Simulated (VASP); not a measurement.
Here is a VASP 6.6.1 calculation.

INCAR

```
ALGO = Fast ; EDIFF = 1E-7
ENCUT = 520 ; GGA = PE
ISIF = 2 ; ISMEAR = 0
LASPH = T ; LCHARG = F
LREAL = F ; LWAVE = F
NBANDS = 37 ; NELM = 80
PREC = Accurate ; SIGMA = 0.1
```

The input KPOINTS:

```
k-points
0
Gamma
  4 4 4
```

File POSCAR:

```
MgZn4Te
1.0
   -2.7133620900      2.7133620900      3.5830647700
    2.7133620900     -2.7133620900      3.5830647700
    2.7133620900      2.7133620900     -3.5830647700
Mg Zn Te
1 4 1
Direct
    0.0000000000      0.0000000000      0.0000000000
    0.6250738500      0.1250738500      0.5000000000
    0.1250738500      0.6250738500      0.5000000000
    0.3749261500      0.8749261500      0.5000000000
    0.8749261500      0.3749261500      0.5000000000
    0.5000000000      0.5000000000      0.0000000000
```

Potentials or basis: VASP PAW PBE potentials, release 64 (Mg, Zn, Te).

Launch:

```bash
$ cat potpaw_PBE.64/Mg/POTCAR potpaw_PBE.64/Zn/POTCAR potpaw_PBE.64/Te/POTCAR > POTCAR
$ mpirun -np 1 vasp_std > vasp.out
```

**Question.** Predict the band gap on the k mesh.

**Answer.** Zero (band 28 reaches 5.81 eV, above the bottom of band 29 at 4.05 eV).

**Question.** Estimate the pressure.

**Answer.** 56.5 GPa.

**Question.** Estimate the largest force.

**Answer.** 0.110 eV/Å.

Forces in eV/Å, atoms in the order of the input:
```
Mg   0.000  0.000  0.000
Zn   0.000  0.000 -0.110
Zn   0.000  0.000 -0.110
Zn   0.000  0.000  0.110
Zn   0.000  0.000  0.110
Te   0.000  0.000  0.000
```

Caveat: the k points lie up to 0.41 Å⁻¹ apart; spin-orbit coupling is left out, which moves the levels of the heavy elements.
